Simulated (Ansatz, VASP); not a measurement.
**Two plane-wave programs on P**

INCAR

```
PREC = Accurate ; ENCUT = 520
EDIFF = 1E-6 ; ISMEAR = 0
SIGMA = 0.15 ; LREAL = False
LASPH = True ; NELM = 100
ALGO = Normal ; ISIF = 2
LWAVE = False ; LCHARG = False
GGA = PS ; IVDW = 12
NBANDS = 12
```

KPOINTS

```
regular mesh
0
Gamma
  20 20 20
```

POSCAR

```
P
1.0
   -1.5917718938      2.3668609187      2.0992000890
    1.5917718938     -2.3668609187      2.0992000890
    1.5917718938      2.3668609187     -2.0992000890
P
2
Direct
    0.8033091100      0.0533091100      0.7500000000
    0.1966908900      0.9466908900      0.2500000000
```

Input for Ansatz:

```yaml
crystal:
  lattice:
    - [-1.5917718938, 2.3668609187, 2.099200089]
    - [1.5917718938, -2.3668609187, 2.099200089]
    - [1.5917718938, 2.3668609187, -2.099200089]
  atoms:
    - { symbol: P, position: [0.80330911, 0.05330911, 0.75] }
    - { symbol: P, position: [0.19669089, 0.94669089, 0.25] }
basis:
  ecutwfc: 420
kpoints:
  mp_grid: { grid: [20, 20, 20] }
hamiltonian:
  xc: pbesol
  dispersion: d3bj
scf:
  occupations: { method: gaussian, width: 0.15 }
output:
  forces: true
  stress: true
  eigenvalues: true
```

Alike in both runs: task single point; functional PBEsol; dispersion D3(BJ); k mesh 20 × 20 × 20; occupations gaussian, width 0.15 eV; no spin polarisation.

```csv
,VASP,Ansatz
version,VASP 6.6.1,Ansatz 0.2.0
potentials or method,"VASP PAW PBE potentials, release 64 (P), cutoff 520 eV","scalar-relativistic, plane waves, PAW"
valence electrons in the cell,10,10
```

Ansatz gave:

* gap on the k mesh at the Fermi level (eV): none
* pressure (GPa): -3.2
* traceless stress, the component that is largest in VASP (GPa): -10.90
* rms of the force components (eV/Å): 0.295

Task: Estimate VASP's values.

Result: gap on the k mesh at the Fermi level (eV): none; pressure (GPa): -3.1; traceless stress, the component that is largest in VASP (GPa): -11.03; rms of the force components (eV/Å): 0.311.

VASP's potentials were made for PBE, not for PBEsol. Atom by atom the forces differ by 0.016 eV/Å (rms over components). A gap of «none» marks a metal or a gap that the smearing closes.
